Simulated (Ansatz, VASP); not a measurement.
**Re: VASP beside Ansatz**

File INCAR:

```
SYSTEM = Re
ALGO = Normal
EDIFF = 1E-7
ENCUT = 520
GGA = PE
ISIF = 2
ISMEAR = -1
LASPH = .True.
LCHARG = .True.
LELF = .True.
LREAL = .False.
LVHAR = .True.
LWAVE = .False.
NBANDS = 10
NELM = 80
PREC = Accurate
SIGMA = 0.1
```

KPOINTS

```
k-points
0
Gamma
  17 17 17
  0 0 0
```

POSCAR

```
Re
1.0
   -1.4688163939      1.4688163939      1.4688163939
    1.4688163939     -1.4688163939      1.4688163939
    1.4688163939      1.4688163939     -1.4688163939
Re
1
Direct
    0.0000000000      0.0000000000      0.0000000000
```

Input for Ansatz:

```yaml
crystal:
  lattice:
    - [-1.4688163939, 1.4688163939, 1.4688163939]
    - [1.4688163939, -1.4688163939, 1.4688163939]
    - [1.4688163939, 1.4688163939, -1.4688163939]
  atoms:
    - { symbol: Re, position: [0.0, 0.0, 0.0] }
kpoints:
  mp_grid: { grid: [17, 17, 17] }
scf:
  occupations: { method: fermi_dirac, width: 0.1 }
hamiltonian:
  xc: pbe
  pseudopotentials: { kind: all_electron, lapw: { basis_error: 0.001 } }
output:
  forces: true
  stress: true
  eigenvalues: true
  populations: true
```

Change from the starting cell: volume scaled by 0.84, LAPW.

Alike in both runs: task single point; functional PBE; k mesh 17 × 17 × 17; occupations fermi-dirac, width 0.1 eV; no spin polarisation.

|  | VASP | Ansatz |
| --- | --- | --- |
| version | VASP 6.6.1 | Ansatz 0.2.0 |
| potentials or method | VASP PAW PBE potentials, release 64 (Re), cutoff 520 eV | all-electron LAPW, scalar-relativistic |

VASP gave:

* pressure (GPa): 92.3

Estimate Ansatz's values.

pressure (GPa): 90.7.

Both programs put the cell under a high pressure, so it lies far from rest at this level. Ansatz ran all-electron here, and VASP with PAW potentials.

Neither program's run includes spin-orbit coupling. Noted on VASP's run: the cell as given lies far from equilibrium.
